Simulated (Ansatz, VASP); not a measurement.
TiC in VASP and in Ansatz

INCAR

```
PREC = Accurate
ENCUT = 520
EDIFF = 1E-6
ISMEAR = -1
SIGMA = 0.05
LREAL = False
LASPH = True
NELM = 80
ALGO = Normal
ISIF = 2
LWAVE = False
LCHARG = False
GGA = PS
NBANDS = 15
```

Contents of KPOINTS:

```
Automatic mesh
0
Gamma
  11 11 11
```

Contents of POSCAR:

```
TiC
1.0
    0.0000000000      2.1657188437      2.1657188437
    2.1657188437      0.0000000000      2.1657188437
    2.1657188437      2.1657188437      0.0000000000
Ti C
1 1
Direct
   -0.0179180000      0.0215340000     -0.0071780000
    0.4843900000      0.5074340000      0.5141740000
```

The input input.yaml:

```yaml
crystal:
  lattice:
    - [0.0, 2.1657188437, 2.1657188437]
    - [2.1657188437, 0.0, 2.1657188437]
    - [2.1657188437, 2.1657188437, 0.0]
  atoms:
    - { symbol: Ti, position: [-0.017918, 0.021534, -0.007178] }
    - { symbol: C, position: [0.48439, 0.507434, 0.514174] }
kpoints:
  mp_grid: { grid: [11, 11, 11] }
scf:
  occupations: { method: fermi_dirac, width: 0.05 }
hamiltonian:
  xc: pbesol
  pseudopotentials: { kind: all_electron, lapw: { basis_error: 0.001 } }
output:
  forces: true
  stress: true
  eigenvalues: true
  populations: true
```

Change from the starting cell: atoms moved at random, drawn with an rms of 0.05 Å.

Alike in both runs: task single point; functional PBEsol; k mesh 11 × 11 × 11; occupations fermi-dirac, width 0.05 eV; no spin polarisation.

|  | VASP | Ansatz |
| --- | --- | --- |
| version | VASP 6.6.1 | Ansatz 0.2.0 |
| potentials or method | VASP PAW PBE potentials, release 64 (Ti_sv, C), cutoff 520 eV | all-electron LAPW, scalar-relativistic |

Ansatz gave:

| Item | Value |
| --- | --- |
| gap on the k mesh at the Fermi level (eV) | none |
| pressure (GPa) | -6.3 |
| traceless stress, the component that is largest in VASP (GPa) | 0.41 |
| rms of the force components (eV/Å) | 0.318 |

Question: What did VASP give for the same quantities?

Answer: gap on the k mesh at the Fermi level (eV): none; pressure (GPa): -6.1; traceless stress, the component that is largest in VASP (GPa): 0.41; rms of the force components (eV/Å): 0.318.

VASP's potentials were made for PBE, not for PBEsol. Atom by atom the forces differ by 0.000 eV/Å (rms over components). A gap of «none» marks a metal or a gap that the smearing closes. Ansatz ran all-electron here, and VASP with PAW potentials.
